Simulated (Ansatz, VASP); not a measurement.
# One calculation of BiTe, two programs

```
CELL_PARAMETERS angstrom
0.00000 3.13795 3.33205
3.13795 0.00000 3.33205
3.13795 3.13795 0.00000
ATOMIC_POSITIONS crystal
Bi 0.00000 0.00000 0.00000
Te 0.50000 0.50000 0.50000
```

Change from the starting cell: strain -0.030 along x and y, +0.030 along z, atoms carried along.

Alike in both runs: task single point; functional PBEsol; k mesh 14 × 14 × 14; occupations gaussian, width 0.15 eV; no spin polarisation.

|  | VASP | Ansatz |
| --- | --- | --- |
| version | VASP 6.6.1 | Ansatz 0.2.0 |
| potentials or method | VASP PAW PBE potentials, release 64 (Bi_d, Te), cutoff 520 eV | scalar-relativistic, plane waves, PAW |
| valence electrons in the cell | 21 | 31 |

```tsv
	VASP	Ansatz	Ansatz less VASP
gap on the k mesh at the Fermi level (eV)	none	none	-
pressure (GPa)	0.2	0.2	+0.02
traceless stress, the component that is largest in VASP (GPa)	-3.50	-3.50	+0.004
```

VASP's potentials were made for PBE, not for PBEsol. A gap of «none» marks a metal or a gap that the smearing closes. The functional is the same, so the differences come from potentials, cutoffs and numerics. VASP's potentials hold 21 valence electrons a cell and Ansatz's 31, so a difference there can come from the potentials and not from the codes.

Spin-orbit coupling is off throughout.
